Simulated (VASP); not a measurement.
# NaF (I4/mmm) in VASP: G0W0 quasiparticle levels with PBE

Aim: the G0W0 quasiparticle levels of NaF with PBE.

Program: VASP 6.6.1. These are calculated values, not measurements. Logs are shortened: lines on timing, memory, paths and dates and some standing lists are left out, and cuts for length are marked.

**1. The cell of the first run**

It takes space group I4/mmm (No. 139, tetragonal). The conventional cell has a = 3.346 Å, b = 3.346 Å, c = 4.545 Å, α = 90.00°, β = 90.00°, γ = 90.00°. Within 3.0 Å of Na (site symmetry 4/mmm) lie 6 F at 2.27 to 2.37 Å. F (site symmetry 4/mmm) has 6 Na at 2.27 to 2.37 Å within 3.0 Å.

**2. G0W0 quasiparticle levels, PBE**

Contents of POSCAR:

```
NaF
1.0
    0.0000000000      2.3660831267      2.2726349319
    2.3660831267      0.0000000000      2.2726349319
    2.3660831267      2.3660831267      0.0000000000
Na F
1 1
Direct
    0.0000000000      0.0000000000      0.0000000000
    0.5000000000      0.5000000000      0.5000000000
```

Contents of INCAR.step1:

```
SYSTEM = NaF
PREC     = Accurate       ! precision mode
ENCUT    = 500            ! plane-wave cutoff, eV
EDIFF    = 1E-8           ! SCF threshold, eV
ISMEAR   = 0              ! smearing method
SIGMA    = 0.01           ! smearing width, eV
LREAL    = .FALSE.        ! projectors in reciprocal space
LASPH    = .TRUE.         ! aspherical terms in the spheres
NELM     = 80             ! most SCF steps
ALGO     = Normal         ! electronic algorithm
LWAVE    = .TRUE.         ! write WAVECAR
LCHARG   = .FALSE.        ! write CHGCAR
GGA      = PE             ! functional
```

Contents of INCAR.step2:

```
SYSTEM = NaF
PREC     = Accurate       ! precision mode
ENCUT    = 500            ! plane-wave cutoff, eV
EDIFF    = 1E-8           ! SCF threshold, eV
ISMEAR   = 0              ! smearing method
SIGMA    = 0.01           ! smearing width, eV
LREAL    = .FALSE.        ! projectors in reciprocal space
LASPH    = .TRUE.         ! aspherical terms in the spheres
NELM     = 1              ! most SCF steps
ALGO     = Exact          ! electronic algorithm
LWAVE    = .TRUE.         ! write WAVECAR
LCHARG   = .FALSE.        ! write CHGCAR
GGA      = PE             ! functional
NBANDS   = 114            ! bands
LOPTICS  = .TRUE.         ! frequency-dependent dielectric function
ISTART   = 1
```

Contents of INCAR.step3:

```
SYSTEM = NaF
PREC     = Accurate       ! precision mode
ENCUT    = 500            ! plane-wave cutoff, eV
EDIFF    = 1E-8           ! SCF threshold, eV
ISMEAR   = 0              ! smearing method
SIGMA    = 0.01           ! smearing width, eV
LREAL    = .FALSE.        ! projectors in reciprocal space
LASPH    = .TRUE.         ! aspherical terms in the spheres
ALGO     = EVGW0          ! electronic algorithm
LWAVE    = .FALSE.        ! write WAVECAR
LCHARG   = .FALSE.        ! write CHGCAR
GGA      = PE             ! functional
NELMGW   = 1            
NBANDS   = 114            ! bands
ENCUTGW  = 150.0          ! cutoff of the response function
NOMEGA   = 96             ! frequency points
PRECFOCK = Fast         
ISTART   = 1            
NBANDSGW = 16           
OMEGAMAX = 20
```

Contents of KPOINTS:

```
Automatic mesh
0
G
  6 6 6
  0 0 0
```

Potentials or basis: VASP PAW PBE potentials, release 64 (Na_sv_GW, F_GW).

Run with:

```bash
> cat potpaw_PBE.64/Na_sv_GW/POTCAR potpaw_PBE.64/F_GW/POTCAR > POTCAR
> cp INCAR.step1 INCAR
> mpirun -np 1 vasp_std > vasp.out
> cp INCAR.step2 INCAR
> mpirun -np 1 vasp_std > vasp.out
> cp INCAR.step3 INCAR
> mpirun -np 1 vasp_std > vasp.out
```

OUTCAR:

```text
SYSTEM = NaF
   PREC = Accurate
   ENCUT = 500
   EDIFF = 1E-8
   ISMEAR = 0
   LREAL = .FALSE.
   LASPH = .TRUE.
   GGA = PE
   NELMGW = 1
   ENCUTGW = 150.0
   PRECFOCK = Fast
   ISTART = 1

 ion  position               nearest neighbor table
   1  0.000  0.000  0.000-   2 2.27   2 2.27
   2  0.500  0.500  0.500-   1 2.27   1 2.27

  LATTYP: Found a body centered tetragonal cell.
 ALAT       =     3.3461468475
 C/A-ratio  =     1.3583593521

  Lattice vectors:

 A1 = (   0.0000000000,  -2.3660831267,  -2.2726349319)
 A2 = (   0.0000000000,   2.3660831267,  -2.2726349319)
 A3 = (   2.3660831267,   0.0000000000,   2.2726349319)

Analysis of symmetry for initial positions (statically):
=====================================================================
 Subroutine PRICEL returns:
 Original cell was already a primitive cell.

 Routine SETGRP: Setting up the symmetry group for a
 body centered tetragonal supercell.

 Subroutine GETGRP returns: Found 16 space group operations
 (whereof 16 operations were pure point group operations)
 out of a pool of 16 trial point group operations.

The static configuration has the point symmetry D_4h.

Analysis of symmetry for dynamics (positions and initial velocities):
=====================================================================
 Subroutine PRICEL returns:
 Original cell was already a primitive cell.

 Routine SETGRP: Setting up the symmetry group for a
 body centered tetragonal supercell.

 Subroutine GETGRP returns: Found 16 space group operations
 (whereof 16 operations were pure point group operations)
 out of a pool of 16 trial point group operations.

The dynamic configuration has the point symmetry D_4h.

 Subroutine INISYM returns: Found 16 space group operations
 (whereof 16 operations are pure point group operations),
 and found     1 'primitive' translations

----------------------------------------------------------------------------------------

                                     Primitive cell

  volume of cell :      25.4460

  direct lattice vectors                    reciprocal lattice vectors
     0.000000000  2.366083127  2.272634932    -0.211319710  0.211319710  0.220008939
     2.366083127  0.000000000  2.272634932     0.211319710 -0.211319710  0.220008939
[... 64 lines left out ...]
  0.333333  0.000000  0.333333      4.000000
  0.500000 -0.000000  0.333333     16.000000
 [... further k-points ...]
   k-points           NKPTS =     30   k-points in BZ     NKDIM =    216   number of bands    NBANDS=    114
   number of dos      NEDOS =    301   number of ions     NIONS =      2
   total plane-waves  NPLWV =  13824
   dimension x,y,z NGX =    24 NGY =   24 NGZ =   24
   dimension x,y,z NGXF=    48 NGYF=   48 NGZF=   48
   ions per type =               1   1
   NGX,Y,Z   is equivalent  to a cutoff of  12.16, 12.16, 11.92 a.u.
   NGXF,Y,Z  is equivalent  to a cutoff of  24.32, 24.32, 23.85 a.u.
 SYSTEM =  NaF
   PREC   = accura    normal or accurate (medium, high low for compatibility)
   ISTART =      1    job   : 0-new  1-cont  2-samecut
   ICHARG =      0    charge: 1-file 2-atom 10-const
   ISPIN  =      1    spin polarized calculation?
   LNONCOLLINEAR =      F non collinear calculations
   LSORBIT =      F    spin-orbit coupling
   LASPH  =      T    aspherical Exc in radial PAW
   ENCUT  =  500.0 eV  36.75 Ry    6.06 a.u.   5.98  5.98  6.10*2*pi/ulx,y,z
   NELM   =     60;   NELMIN=  2; NELMDL=  0     # of ELM steps
   EDIFF  = 0.1E-07   stopping-criterion for ELM
   LREAL  =      F    real-space projection
   EDIFFG = 0.1E-06   stopping-criterion for IOM
   NSW    =      0    number of steps for IOM
   IBRION =     -1    ionic relax: 0-MD 1-quasi-New 2-CG
   NFREE  =      0    steps in history (QN), initial steepest desc. (CG)
   ISIF   =      0    stress and relaxation
   ISYM   =      3    0-nonsym 1-usesym 2-fastsym
   POTIM  = 0.5000    time-step for ionic-motion
   TEBEG  =    0.0;   TEEND  =   0.0 temperature during run
   PSTRESS=    0.0 pullay stress
   NELECT =      16.0000    total number of electrons
   NUPDOWN=      -1.0000    fix difference up-down
   EMIN   =  10.00;   EMAX   =-10.00  energy-range for DOS
   EFERMI =   0.00;   METHOD = LEGACY
   ISMEAR =     0;   SIGMA  =   0.01  broadening in eV -4-tet -1-fermi 0-gaus
   EFERMI_NEDOS =   21; number of points for ismear=-14 and -15
   IALGO  =     38    algorithm
   IMIX   =      4    mixing-type and parameters
     AMIX     =   0.40;   BMIX     =  1.00
     AMIX_MAG =   1.60;   BMIX_MAG =  1.00
  volume/ion in A,a.u.               =      12.72        85.86
  Fermi-wavevector in a.u.,A,eV,Ry     =   1.402517  2.650374 26.763410  1.967055
  Thomas-Fermi vector in A             =   2.525271
   LORBIT       =      0    0 simple, 1 ext, 2 COOP (PROOUT), +10 PAW based schemes
   GGA     = PE    functional components
   LHFCALC =     T    Hartree Fock is set to
   PRECFOCK=fast      Normal, Fast or Accurate (Low or Medium for compatibility)
   ENCUT4O =  -1.0   cutoff for four orbital integrals eV
   NKREDX  =     1    reduce k-point grid by
   NKREDY  =     1    reduce k-point grid by
   NKREDZ  =     1    reduce k-point grid by
   AEXX    =    1.0000 exact exchange contribution
   HFSCREEN=    0.0000 screening length (either q_TF or 0.3 A-1)
   HFSCREENC=   0.0000 screening length for correlation (either q_TF or 0.3 A-1)
   ENCUTFOCK=  -1.0 apply spherical cutoff to Coloumb kernel
   IVDW    =     0    specifies the selected vdW correction
   LEPSILON=     F    determine dielectric tensor
   LRPA    =     F    only Hartree local field effects (RPA)
   LRPAFORCE           =     F    calculate RPA forces
   ENCUTGW             = 150.0    cutoff for response function in eV
   ENCUTGWSOFT         = 120.0    soft cutoff for Coulomb kernel in GW response function in eV
   ENCUTLF             =  -1.0    cutoff for local field effects
   NELMGW              =     1    number of iterations in solving QP/BSE equation
   NELMHF              =     1    number of iterations in the inner HF iteration
   NKREDLFX            =     1    NKREDLFY  =   1   NKREDLFZ  =   1
 non-spin polarized calculation
 Gauss-broadening in eV      SIGMA  =   0.01
  energy-cutoff  :      500.00
  volume of cell :       25.45
 maximum number of plane-waves:       660
  NGX = 14; NGY = 14; NGZ = 14
   NGX = 11   NGY = 11   NGZ = 13
 maximum number of plane-waves:       113

 QP shifts <psi_nk| G(iteration)W_0 |psi_nk>: iteration 1
 for sc-GW calculations column KS-energies equals QP-energies in previous step
 and V_xc(KS)=  KS-energies - (<T + V_ion + V_H > + <T+V_H+V_ion>^1  + <V_x>^1)

 k-point   1 :       0.0000    0.0000    0.0000
  band No.  KS-energies  QP-energies   sigma(KS)   V_xc(KS)     V^pw_x(r,r')   Z            occupation Imag(sigma)

      1     -49.0438     -58.9419     -41.4481     -29.2528     -49.1165       0.8116       2.0000       0.2023
      2     -21.0511     -25.0928     -28.3144     -22.7181     -36.8194       0.7222       2.0000       0.7837
      3     -20.9401     -27.3969     -36.0293     -28.3920     -41.4480       0.8454       2.0000       0.0376
      4     -20.9401     -27.3969     -36.0293     -28.3920     -41.4480       0.8454       2.0000       0.0376
      5     -20.9277     -27.3678     -36.0261     -28.3916     -41.4680       0.8435       2.0000       0.0378
      6      -1.9333      -4.6128     -25.7150     -22.3485     -30.1998       0.7959       2.0000       0.0484
[... 456 lines left out ...]
      3     -21.0197     -27.4352     -35.7807     -28.1572     -41.2046       0.8415       2.0000       0.0462
      4     -20.9715     -27.4103     -35.9400     -28.3054     -41.3597       0.8434       2.0000       0.0388
      5     -20.5199     -25.3984     -31.9191     -25.5534     -39.1761       0.7664       2.0000       0.4409
      6      -3.0993      -6.0549     -23.5825     -19.8653     -27.8102       0.7951       2.0000       0.0513
[... 8 lines left out ...]
     15      25.0049      27.0261      -6.3955      -8.6963      -2.7204       0.8785       0.0000      -0.2649
     16      27.4723      29.5953      -6.2533      -8.6524      -2.5745       0.8849       0.0000      -0.3234

 [... further k-points ...]
```

OUTCAR.step1:

```text
SYSTEM = NaF
   PREC = Accurate
   ENCUT = 500
   EDIFF = 1E-8
   ISMEAR = 0
   LREAL = .FALSE.
   LASPH = .TRUE.
[... 581 lines left out ...]
      0.00000      0.00000      0.00000        -0.000000      0.000000      0.000000
      2.36608      2.36608      2.27263         0.000000     -0.000000      0.000000
 -----------------------------------------------------------------------------------
    total drift:                                0.000000     -0.000000      0.000000

  FREE ENERGIE OF THE ION-ELECTRON SYSTEM (eV)
  ---------------------------------------------------
  free  energy   TOTEN  =       -10.6458876306 eV

  energy  without entropy=      -10.6458876306  energy(sigma->0) =      -10.64588763
```

Wall time 6.8 min (1 thread of Intel Xeon 6975P-C (Granite Rapids), shared host); peak memory 0.63 GiB.

What came out:

```
Quasiparticle gap                                   : 10.35 eV
Least direct quasiparticle gap                      : 10.35 eV
Band gap of the starting levels on the mesh         : 6.20 eV
Least direct gap of the starting levels on the mesh : 6.20 eV
```

Caveat: the k points lie up to 0.39 Å⁻¹ apart; bands, screening cutoff and mesh are small and nothing is extrapolated, so the quasiparticle values aren't converged.
